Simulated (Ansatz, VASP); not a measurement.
B in VASP and in Ansatz

```
CELL_PARAMETERS angstrom
3.03670 0.00000 0.00000
0.00000 4.20974 0.00000
0.00000 0.00000 4.17846
ATOMIC_POSITIONS crystal
B 0.00000 0.00000 0.70697
B 0.50000 0.50000 0.79303
B 0.00000 0.00000 0.29303
B 0.50000 0.50000 0.20697
B 0.66852 0.83440 0.00000
B 0.33148 0.16560 0.00000
B 0.16852 0.66560 0.50000
B 0.83148 0.33440 0.50000
```

Alike in both runs: task relaxation of cell and atoms; functional PBE; k mesh 6 × 4 × 4; occupations gaussian, width 0.1 eV; no spin polarisation.

|  | VASP | Ansatz |
| --- | --- | --- |
| version | VASP 6.6.1 | Ansatz 0.2.0 |
| potentials or method | VASP PAW PBE potentials, release 64 (B), cutoff 500 eV | scalar-relativistic, plane waves, PAW |
| valence electrons in the cell | 24 | 24 |

Ansatz gave:

* gap on the k mesh at the Fermi level, each at its own relaxed structure (eV): none
* relaxed volume (Å³/atom): 7.31
* relaxed length of the cell vector where the two differ most in proportion (Å): 3.460

Problem. Estimate VASP's values.

Solution. gap on the k mesh at the Fermi level, each at its own relaxed structure (eV): none; relaxed volume (Å³/atom): 7.13; relaxed length of the cell vector where the two differ most in proportion (Å): 4.590.

A gap of «none» marks a metal or a gap that the smearing closes.

The k mesh is coarse, so the values compare programs but aren't converged.
